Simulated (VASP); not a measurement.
# ZnO (P6_3mc) in VASP: further runs, part 2 of 2

VASP 6.6.1. Earlier steps stand in the parts before.

## Step 3: Electric field gradients, PBE (11.78 Å³/atom)

This run uses another cell than the first one, of 11.78 Å³/atom.

File INCAR:

```
SYSTEM = ZnO
PREC = Accurate
ENCUT = 910
EDIFF = 1E-8
ISMEAR = -1
SIGMA = 0.02
LREAL = .False.
LASPH = .True.
NELM = 120
ALGO = Normal
ISIF = 2
LWAVE = .False.
LCHARG = .False.
GGA = PE
LEFG = .True.
NBANDS = 26
GGA_COMPAT = .False.
```

File KPOINTS:

```
regular mesh
0
Gamma
  11 11 6
  0 0 0
```

File POSCAR:

```
ZnO
1.0
    3.2385310885      0.0000000000      0.0000000000
   -1.6192655442      2.8046501935      0.0000000000
    0.0000000000      0.0000000000      5.1863958566
Zn O
2 2
Direct
    0.3333333333      0.6666666667      0.0000000000
    0.6666666667      0.3333333333      0.5000000000
    0.3333333333      0.6666666667      0.3821000000
    0.6666666667      0.3333333333      0.8821000000
```

Potentials or basis: VASP PAW PBE potentials, release 64 (Zn, O_h).

On the command line:

```bash
> cat potpaw_PBE.64/Zn/POTCAR potpaw_PBE.64/O_h/POTCAR > POTCAR
> mpirun -np 1 vasp_std > vasp.out
```

OUTCAR:

```text
SYSTEM = ZnO
   PREC = Accurate
   ENCUT = 910
   EDIFF = 1E-8
   ISMEAR = -1
   LREAL = .False.
   LASPH = .True.
   NELM = 120
   ISIF = 2
   GGA = PE

 ion  position               nearest neighbor table
   1  0.333  0.667  0.000-   4 1.97   4 1.97   4 1.97   3 1.98
   2  0.667  0.333  0.500-   3 1.97   3 1.97   3 1.97   4 1.98
   3  0.333  0.667  0.382-   2 1.97   2 1.97   2 1.97   1 1.98
   4  0.667  0.333  0.882-   1 1.97   1 1.97   1 1.97   2 1.98

  LATTYP: Found a hexagonal cell.
 ALAT       =     3.2385310885
 C/A-ratio  =     1.6014655147

  Lattice vectors:

 A1 = (   3.2385310885,   0.0000000000,   0.0000000000)
 A2 = (  -1.6192655442,   2.8046501935,   0.0000000000)
 A3 = (   0.0000000000,   0.0000000000,   5.1863958566)

Analysis of symmetry for initial positions (statically):
=====================================================================
 Subroutine PRICEL returns:
 Original cell was already a primitive cell.

 Routine SETGRP: Setting up the symmetry group for a
 hexagonal supercell.

 Subroutine GETGRP returns: Found 12 space group operations
 (whereof  6 operations were pure point group operations)
 out of a pool of 24 trial point group operations.

The static configuration has the point symmetry C_3v.
 The point group associated with its full space group is C_6v.

Analysis of symmetry for dynamics (positions and initial velocities):
=====================================================================
 Subroutine PRICEL returns:
 Original cell was already a primitive cell.

 Routine SETGRP: Setting up the symmetry group for a
 hexagonal supercell.

 Subroutine GETGRP returns: Found 12 space group operations
 (whereof  6 operations were pure point group operations)
 out of a pool of 24 trial point group operations.

The dynamic configuration has the point symmetry C_3v.
 The point group associated with its full space group is C_6v.

 Subroutine INISYM returns: Found 12 space group operations
 (whereof  6 operations are pure point group operations),
 and found     1 'primitive' translations

----------------------------------------------------------------------------------------

                                     Primitive cell

  volume of cell :      47.1078

  direct lattice vectors                    reciprocal lattice vectors
     3.238531088  0.000000000  0.000000000     0.308781967  0.178275352  0.000000000
    -1.619265544  2.804650194  0.000000000     0.000000000  0.356550704  0.000000000
     0.000000000  0.000000000  5.186395857     0.000000000  0.000000000  0.192812124

  length of vectors
     3.238531088  3.238531088  5.186395857     0.356550704  0.356550704  0.192812124

  position of ions in fractional coordinates (direct lattice)
     0.333333333  0.666666667  0.000000000
     0.666666667  0.333333333  0.500000000
     0.333333333  0.666666667  0.382100000
     0.666666667  0.333333333  0.882100000

  ion indices of the primitive-cell ions
   primitive index   ion index
                 1           1
                 2           2
                 3           3
                 4           4

----------------------------------------------------------------------------------------

[... 82 lines left out ...]
   EMIN   =  10.00;   EMAX   =-10.00  energy-range for DOS
   EFERMI =   0.00;   METHOD = LEGACY
   ISMEAR =    -1;   SIGMA  =   0.02  broadening in eV -4-tet -1-fermi 0-gaus
   EFERMI_NEDOS =   21; number of points for ismear=-14 and -15
   IALGO  =     38    algorithm
   IMIX   =      4    mixing-type and parameters
     AMIX     =   0.40;   BMIX     =  1.00
     AMIX_MAG =   1.60;   BMIX_MAG =  1.00
  volume/ion in A,a.u.               =      11.78        79.47
  Fermi-wavevector in a.u.,A,eV,Ry     =   1.496735  2.828419 30.479976  2.240215
  Thomas-Fermi vector in A             =   2.608713
   LORBIT       =      0    0 simple, 1 ext, 2 COOP (PROOUT), +10 PAW based schemes
   GGA     = PE    functional components
   LHFCALC =     F    Hartree Fock is set to
   AEXX    =    0.0000 exact exchange contribution
   IVDW    =     0    specifies the selected vdW correction
   LEPSILON=     F    determine dielectric tensor
   LRPA    =     F    only Hartree local field effects (RPA)
 non-spin polarized calculation
  energy-cutoff  :      910.00
  volume of cell :       47.11
 maximum number of plane-waves:      2962
 NGX is ok and might be reduce to    32
   NGX = 15   NGY = 15   NGZ = 25

 number of electron      36.0000000 magnetization

 Free energy of the ion-electron system (eV)
  ---------------------------------------------------
  ext. energy  EPLUGINS =         0.00000000
  ---------------------------------------------------
  free energy    TOTEN  =       -17.81518888 eV

  energy without entropy =      -17.81518888  energy(sigma->0) =      -17.81518888

 E-fermi :   2.0307     XC(G=0): -10.9699

 val. band max:        1.6249740806   @ k =   0.0000   0.0000   0.0000
 cond. band min:       2.4308581337   @ k =   0.0000   0.0000   0.0000
 fundamental gap:      0.8058840531
 Fermi energy:         2.0307273888

 k-point     1 :       0.0000    0.0000    0.0000
  band No.  band energies     occupation
      1     -16.5516      2.00000
      2     -15.8067      2.00000
      3      -4.1322      2.00000
      4      -4.1322      2.00000
      5      -4.0654      2.00000
      6      -4.0429      2.00000
[... 685 lines left out ...]
     25      14.7264      0.00000
     26      16.2439      0.00000

 [... further k-points ...]
[... 5 lines left out ...]
  --------------------------------------------------------------------------------------
  -------------------------------------------------------------------------------------
  Total        2.1287227      2.1287227      2.1927289      0.0000000     -0.0000000      0.0000000
  in kB       72.3997781     72.3997781     74.5766867      0.0000000     -0.0000000      0.0000000
  external PRESSURE =      73.1254143 kB  Pullay stress =       0.0000000 kB

 VOLUME and BASIS-vectors are now :
 -----------------------------------------------------------------------------
  energy-cutoff  :      910.00
  volume of cell :       47.11
      direct lattice vectors                 reciprocal lattice vectors
     3.238531088  0.000000000  0.000000000     0.308781967  0.178275352  0.000000000
    -1.619265544  2.804650194  0.000000000     0.000000000  0.356550704  0.000000000
     0.000000000  0.000000000  5.186395857     0.000000000  0.000000000  0.192812124

 POSITION                                       TOTAL-FORCE (eV/Angst)
 -----------------------------------------------------------------------------------
     -0.00000      1.86977      0.00000        -0.000000      0.000000      0.032216
      1.61927      0.93488      2.59320         0.000000      0.000000      0.032216
     -0.00000      1.86977      1.98172        -0.000000      0.000000     -0.032216
      1.61927      0.93488      4.57492         0.000000     -0.000000     -0.032216
 -----------------------------------------------------------------------------------
    total drift:                               -0.000000     -0.000000      0.001260

  FREE ENERGIE OF THE ION-ELECTRON SYSTEM (eV)
  ---------------------------------------------------
  free  energy   TOTEN  =       -17.8151888783 eV

  energy  without entropy=      -17.8151888783  energy(sigma->0) =      -17.81518888

 Electric field gradients (V/A^2)
---------------------------------------------------------------------
 ion       V_xx      V_yy      V_zz      V_xy      V_xz      V_yz
---------------------------------------------------------------------
   1      -3.845    -3.847     7.693    -0.002    -0.000     0.000
   2      -3.845    -3.847     7.693    -0.002     0.000    -0.000
   3       1.671     1.669    -3.340    -0.002    -0.000     0.000
   4       1.671     1.669    -3.340    -0.002     0.000    -0.000
---------------------------------------------------------------------

 Electric field gradients after diagonalization (V/A^2)
 (convention: |V_zz| > |V_xx| > |V_yy|)
----------------------------------------------------------------------
 ion       V_xx      V_yy      V_zz     asymmetry (V_yy - V_xx)/ V_zz
----------------------------------------------------------------------
   1      -3.848    -3.844     7.693       0.001
   2      -3.848    -3.844     7.693       0.001
   3       1.672     1.667    -3.340       0.002
   4       1.672     1.667    -3.340       0.002
----------------------------------------------------------------------

           NMR quadrupolar parameters

 Cq : quadrupolar parameter    Cq=e*Q*V_zz/h
 eta: asymmetry parameters     (V_yy - V_xx)/ V_zz
 Q  : nuclear electric quadrupole moment in mb (millibarn)
----------------------------------------------------------------------
 ion       Cq(MHz)       eta       Q (mb)
----------------------------------------------------------------------
   1       0.019       0.001       1.000
   2       0.019       0.001       1.000
   3      -0.008       0.002       1.000
   4      -0.008       0.002       1.000
----------------------------------------------------------------------
```

OSZICAR:

```text
N       E                     dE             d eps       ncg     rms          rms(c)
DAV:   1     0.393537694700E+03    0.39354E+03   -0.25176E+04  3384   0.294E+03
DAV:   2     0.455669749321E+02   -0.34797E+03   -0.32581E+03  3536   0.552E+02
DAV:   3    -0.178719741230E+02   -0.63439E+02   -0.61288E+02  3888   0.191E+02
DAV:   4    -0.210005275719E+02   -0.31286E+01   -0.31047E+01  3686   0.469E+01
DAV:   5    -0.210294304835E+02   -0.28903E-01   -0.28883E-01  3712   0.455E+00    0.151E+01
DAV:   6    -0.176324570311E+02    0.33970E+01   -0.61351E+00  5568   0.604E+01    0.912E+00
DAV:   7    -0.178590795608E+02   -0.22662E+00   -0.30412E+00  3936   0.166E+01    0.556E+00
DAV:   8    -0.178588560065E+02    0.22355E-03   -0.52130E-01  4504   0.697E+00    0.181E+00
DAV:   9    -0.178133390437E+02    0.45517E-01   -0.90062E-02  4698   0.566E+00    0.437E-01
DAV:  10    -0.178150075297E+02   -0.16685E-02   -0.41761E-02  3390   0.167E+00    0.124E-01
DAV:  11    -0.178152147505E+02   -0.20722E-03   -0.17019E-03  3936   0.857E-01    0.444E-02
DAV:  12    -0.178151778257E+02    0.36925E-04   -0.36395E-04  4034   0.575E-01    0.122E-02
DAV:  13    -0.178151942355E+02   -0.16410E-04   -0.46688E-05  3512   0.581E-02    0.230E-02
DAV:  14    -0.178151889192E+02    0.53162E-05   -0.12022E-05  3824   0.336E-02    0.402E-03
DAV:  15    -0.178151888805E+02    0.38773E-07   -0.13645E-06  3538   0.949E-03    0.100E-03
DAV:  16    -0.178151888783E+02    0.21746E-08   -0.67087E-08  4034   0.219E-03
   1 F= -.17815189E+02 E0= -.17815189E+02  d E =-.725682E-11
```

Run time: 69 s. Hardware: 1 thread of Intel Xeon 6975P-C (Granite Rapids), shared host; peak memory 0.31 GiB.

Results:

| Item | Value |
| --- | --- |
| Free energy | -17.8152 eV |
| Pressure | 7.3 GPa |
| Largest force | 0.032 eV/Å |
| Band gap on the k mesh | 0.81 eV |
| Largest electric field gradient by atom | Zn +7.7; O -3.3 V/Å² |

Forces on the atoms (eV/Å):
```
Zn   0.000  0.000  0.032
Zn   0.000  0.000  0.032
O    0.000  0.000 -0.032
O    0.000  0.000 -0.032
```

Stress tensor (GPa, compression positive):
```
7.24 0.00 0.00
0.00 7.24 0.00
0.00 0.00 7.46
```

Electric field gradients, principal values (V/Å²):
| atom | least | middle | greatest (by size) |
| --- | --- | --- | --- |
| 1 Zn | -3.844 | -3.848 | 7.693 |
| 2 Zn | -3.844 | -3.848 | 7.693 |
| 3 O | 1.667 | 1.672 | -3.340 |
| 4 O | 1.667 | 1.672 | -3.340 |

Caveat: the cutoff is under 1.25 times the usual one of these potentials, so pressure, stress and relaxed cells hold a basis-set (Pulay) error; the cell stands under pressure; without QUAD_EFG the Cq values of the log hold for a quadrupole moment of 1 mb, not for the nuclei.

## Step 4: Electric field gradients, PBE (11.18 Å³/atom)

This run uses another cell than the first one, of 11.18 Å³/atom.

File INCAR:

```
SYSTEM = ZnO
PREC = Accurate
ENCUT = 520
EDIFF = 1E-8
ISMEAR = -1
SIGMA = 0.02
LREAL = .False.
LASPH = .True.
NELM = 60
ALGO = Normal
ISIF = 2
LWAVE = .False.
LCHARG = .False.
GGA = PE
LEFG = .True.
NBANDS = 26
```

File KPOINTS:

```
Automatic mesh
0
Gamma
  11 11 6
  0 0 0
```

File POSCAR:

```
ZnO
1.0
    3.1830658516      0.0000000000      0.0000000000
   -1.5915329258      2.7566158894      0.0000000000
    0.0000000000      0.0000000000      5.0975701925
Zn O
2 2
Direct
    0.3333333333      0.6666666667      0.0000000000
    0.6666666667      0.3333333333      0.5000000000
    0.3333333333      0.6666666667      0.3821000000
    0.6666666667      0.3333333333      0.8821000000
```

Potentials or basis: VASP PAW PBE potentials, release 64 (Zn, O).

On the command line:

```bash
> cat potpaw_PBE.64/Zn/POTCAR potpaw_PBE.64/O/POTCAR > POTCAR
> mpirun -np 1 vasp_std > vasp.out
```

OUTCAR:

```text
SYSTEM = ZnO
   PREC = Accurate
   ENCUT = 520
   EDIFF = 1E-8
   ISMEAR = -1
   LREAL = .False.
   LASPH = .True.
   NELM = 60
   ISIF = 2
   GGA = PE

 ion  position               nearest neighbor table
   1  0.333  0.667  0.000-   4 1.93   4 1.93   4 1.93   3 1.95
   2  0.667  0.333  0.500-   3 1.93   3 1.93   3 1.93   4 1.95
   3  0.333  0.667  0.382-   2 1.93   2 1.93   2 1.93   1 1.95
   4  0.667  0.333  0.882-   1 1.93   1 1.93   1 1.93   2 1.95

  LATTYP: Found a hexagonal cell.
 ALAT       =     3.1830658516
 C/A-ratio  =     1.6014655147

  Lattice vectors:

 A1 = (   3.1830658516,   0.0000000000,   0.0000000000)
 A2 = (  -1.5915329258,   2.7566158894,   0.0000000000)
 A3 = (   0.0000000000,   0.0000000000,   5.0975701925)

Analysis of symmetry for initial positions (statically):
=====================================================================
 Subroutine PRICEL returns:
 Original cell was already a primitive cell.

 Routine SETGRP: Setting up the symmetry group for a
 hexagonal supercell.

 Subroutine GETGRP returns: Found 12 space group operations
[... 897 lines left out ...]
     -0.00000      1.83774      0.00000         0.000000     -0.000000      0.034767
      1.59153      0.91887      2.54879        -0.000000      0.000000      0.034767
     -0.00000      1.83774      1.94778        -0.000000     -0.000000     -0.034767
      1.59153      0.91887      4.49657         0.000000     -0.000000     -0.034767
 -----------------------------------------------------------------------------------
    total drift:                                0.000000      0.000001      0.001712

  FREE ENERGIE OF THE ION-ELECTRON SYSTEM (eV)
  ---------------------------------------------------
  free  energy   TOTEN  =       -17.6200755549 eV

  energy  without entropy=      -17.6200755549  energy(sigma->0) =      -17.62007555

 Electric field gradients (V/A^2)
---------------------------------------------------------------------
 ion       V_xx      V_yy      V_zz      V_xy      V_xz      V_yz
---------------------------------------------------------------------
   1      -4.147    -4.154     8.301    -0.005     0.000    -0.000
   2      -4.147    -4.154     8.301    -0.005    -0.000     0.000
   3       1.634     1.633    -3.267    -0.001     0.000    -0.000
   4       1.634     1.633    -3.267    -0.001    -0.000     0.000
---------------------------------------------------------------------

 Electric field gradients after diagonalization (V/A^2)
 (convention: |V_zz| > |V_xx| > |V_yy|)
----------------------------------------------------------------------
 ion       V_xx      V_yy      V_zz     asymmetry (V_yy - V_xx)/ V_zz
----------------------------------------------------------------------
   1      -4.157    -4.144     8.301       0.002
   2      -4.157    -4.144     8.301       0.002
   3       1.635     1.632    -3.267       0.001
   4       1.635     1.632    -3.267       0.001
----------------------------------------------------------------------

           NMR quadrupolar parameters

 Cq : quadrupolar parameter    Cq=e*Q*V_zz/h
 eta: asymmetry parameters     (V_yy - V_xx)/ V_zz
 Q  : nuclear electric quadrupole moment in mb (millibarn)
----------------------------------------------------------------------
 ion       Cq(MHz)       eta       Q (mb)
----------------------------------------------------------------------
   1       0.020       0.002       1.000
   2       0.020       0.002       1.000
   3      -0.008       0.001       1.000
   4      -0.008       0.001       1.000
----------------------------------------------------------------------
```

stdout:

```text
POSCAR found type information on POSCAR ZnO
 POSCAR found :  2 types and       4 ions
 scaLAPACK will be used
 LDA part: xc-table for (Slater+PW92), standard interpolation
 POSCAR, INCAR and KPOINTS ok, starting setup
 FFT: planning ... GRIDC
 FFT: planning ... GRID_SOFT
 FFT: planning ... GRID
 WAVECAR not read
 entering main loop
ion   1

ion   2

ion   3

ion   4
```

It took 2.9 min on 1 thread of AMD EPYC 7R13, shared host; peak memory 0.17 GiB.

Results:

```
Free energy                             : -17.6201 eV
Pressure                                : 17.0 GPa
Largest force                           : 0.035 eV/Å
Band gap on the k mesh                  : 0.88 eV
Largest electric field gradient by atom : Zn +8.3; O -3.3 V/Å²
```

Forces in eV/Å, atoms in the order of the input:
```
Zn   0.000  0.000  0.035
Zn   0.000  0.000  0.035
O    0.000  0.000 -0.035
O    0.000  0.000 -0.035
```

Electric field gradients, principal values (V/Å²):
```tsv
atom	least	middle	greatest (by size)
1 Zn	-4.144	-4.157	8.301
2 Zn	-4.144	-4.157	8.301
3 O	1.632	1.635	-3.267
4 O	1.632	1.635	-3.267
```

Caveat: the cell stands under pressure; without QUAD_EFG the Cq values of the log hold for a quadrupole moment of 1 mb, not for the nuclei.

## Step 5: Overview

```csv
potentials or basis,cell,cutoff (eV),gap on the mesh (eV),pressure (GPa),largest force (eV/Å)
"VASP PAW PBE potentials, release 64 (Zn, O_h)","a = 3.249, b = 3.249, c = 5.204 Å, angles 90.0, 90.0, 120.0°, 4 atoms",910,0.79,5.7,0.03
"VASP PAW PBE potentials, release 64 (Zn, O_h)","a = 3.239, b = 3.239, c = 5.186 Å, angles 90.0, 90.0, 120.0°, 4 atoms",910,0.81,7.3,0.03
"VASP PAW PBE potentials, release 64 (Zn, O)","a = 3.183, b = 3.183, c = 5.098 Å, angles 90.0, 90.0, 120.0°, 4 atoms",520,0.88,17.0,0.03
```

Alike in all rows: task electric field gradients; level PBE; no spin polarisation; k mesh 11 × 11 × 6; smearing fermi-dirac 0.02 eV.

Caveats: the cell stands under pressure; the cutoff is under 1.25 times the usual one of these potentials, so pressure, stress and relaxed cells hold a basis-set (Pulay) error (at least some runs).

Total energies depend on the potentials used, so only differences within one code and one set of settings carry meaning.
